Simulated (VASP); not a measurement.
Si2SnSe6:

```
CELL_PARAMETERS angstrom
0.00000 4.54428 4.54428
4.54428 0.00000 4.54428
4.54428 4.54428 0.00000
ATOMIC_POSITIONS crystal
Si 0.75000 0.75000 0.75000
Si 0.25000 0.25000 0.25000
Sn 0.00000 0.00000 0.00000
Se 0.50000 0.00000 0.00000
Se 0.00000 0.50000 0.50000
Se 0.00000 0.50000 0.00000
Se 0.50000 0.00000 0.50000
Se 0.00000 0.00000 0.50000
Se 0.50000 0.50000 0.00000
```

This cell differs from its parent crystal: atoms taken out.

```yaml
Program: VASP 6.6.1
Task: relaxation of cell and atoms
Functional: PBE
Potentials_or_basis: VASP PAW PBE potentials, release 64 (Si, Sn_d, Se)
Cutoff: 600 eV
k_mesh: 4 × 4 × 4
Occupations: gaussian, width 0.1 eV
Spin: no spin polarisation
```

At the start: pressure 17.9 GPa; volume 20.85 Å³/atom.

Task: Where does the relaxation end?

Result: Over 3 steps the energy falls by 231.9 meV/atom and the volume is 25.86 Å³/atom (+24.0 %); space group Fm-3m (No. 225, to 0.1 Å) before and after.

The path:
| step | energy change (eV) | largest force (eV/Å) | pressure (GPa) | volume (Å³) |
| --- | --- | --- | --- | --- |
| 1 | 0.0000 | 0.0000 | 17.92 | 187.68 |
| 2 | -1.7343 | 0.0000 | -4.12 | 258.42 |
| 3 | -2.0871 | 0.0000 | 0.15 | 232.71 |

Final structure:
```yaml
crystal:
  lattice:
    - [0.00000, 4.88198, 4.88198]
    - [4.88198, 0.00000, 4.88198]
    - [4.88198, 4.88198, 0.00000]
  atoms:
    - { symbol: Si, position: [0.75000, 0.75000, 0.75000] }
    - { symbol: Si, position: [0.25000, 0.25000, 0.25000] }
    - { symbol: Sn, position: [0.00000, 0.00000, 0.00000] }
    - { symbol: Se, position: [0.50000, 0.00000, 0.00000] }
    - { symbol: Se, position: [0.00000, 0.50000, 0.50000] }
    - { symbol: Se, position: [0.00000, 0.50000, 0.00000] }
    - { symbol: Se, position: [0.50000, 0.00000, 0.50000] }
    - { symbol: Se, position: [0.00000, 0.00000, 0.50000] }
    - { symbol: Se, position: [0.50000, 0.50000, 0.00000] }
```

Caveat: the cell differs from its parent crystal (atoms taken out); the volume moved by over 15 % at a fixed basis, so the end points are rough.
